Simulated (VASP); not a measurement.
S, 1 atom in the cell. The structure is cubic, space group Pm-3m (No. 221). Conventional cell: a = 2.015 Å, b = 2.015 Å, c = 2.015 Å, α = 90.00°, β = 90.00°, γ = 90.00°. Within 2.7 Å of S (site symmetry m-3m) lie 6 S at 2.02 Å. This isn't the form of S at room conditions, which is orthorhombic, of S8 rings.

| Property | Result |
| --- | --- |
| Program | VASP 6.6.1 |
| Task | single point |
| Functional | PBEsol |
| Potentials or basis | VASP PAW PBE potentials, release 64 (S) |
| Cutoff | 520 eV |
| k mesh | 16 × 16 × 16 |
| Occupations | fermi-dirac, width 0.05 eV |
| Spin | no spin polarisation |
| Dipole correction | no |
| Further INCAR settings | ALGO = Normal; EDIFF = 1e-06; NBANDS = 9 |

Potentials or basis: VASP PAW PBE potentials, release 64 (S).

The run is started by

```console
$ cat potpaw_PBE.64/S/POTCAR > POTCAR
$ mpirun -np 1 vasp_std > vasp.out
```

Hardware: 1 thread of Intel Xeon 8259CL, on a shared host.

**Question.** How long does it take, and how much memory?

**Answer.** Run time: 6 s on 1 thread of Intel Xeon 8259CL (shared host), peak memory 0.12 GiB. Counts: scf iterations 10, k points 165.
